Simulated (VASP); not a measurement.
Here is a VASP 6.6.1 calculation.

The input INCAR:

```
SYSTEM = Li2S
PREC     = Accurate       ! precision mode
ENCUT    = 650            ! plane-wave cutoff, eV
EDIFF    = 1E-8           ! SCF threshold, eV
ISMEAR   = -1             ! smearing method
SIGMA    = 0.02           ! smearing width, eV
LREAL    = .FALSE.        ! projectors in reciprocal space
LASPH    = .TRUE.         ! aspherical terms in the spheres
NELM     = 120            ! most SCF steps
ALGO     = Normal         ! electronic algorithm
ISIF     = 2              ! what is computed and relaxed
LWAVE    = .FALSE.        ! write WAVECAR
LCHARG   = .FALSE.        ! write CHGCAR
GGA      = CA             ! functional
LEFG     = .TRUE.       
NBANDS   = 13             ! bands
GGA_COMPAT= .FALSE.
```

The input KPOINTS:

```
regular mesh
0
G
  7 7 7
  0 0 0
```

Contents of POSCAR:

```
Li2S
1.0
    0.0000000000      2.8634817972      2.8634817972
    2.8634817972      0.0000000000      2.8634817972
    2.8634817972      2.8634817972      0.0000000000
Li S
2 1
Direct
    0.2500000000      0.2500000000      0.2500000000
    0.7500000000      0.7500000000      0.7500000000
    0.0000000000      0.0000000000      0.0000000000
```

Potentials or basis: VASP PAW LDA potentials, release 64 (Li_sv, S).

Command:

```console
$ cat potpaw_LDA.64/Li_sv/POTCAR potpaw_LDA.64/S/POTCAR > POTCAR
$ mpirun -np 1 vasp_std > vasp.out
```

(1) What does it give for the band gap on the k mesh?

(2) Predict the pressure.

## Answers

(1) 3.32 eV, indirect (least direct gap 3.99 eV).

(2) -3.4 GPa.

Caveat: without QUAD_EFG the Cq values of the log hold for a quadrupole moment of 1 mb, not for the nuclei.
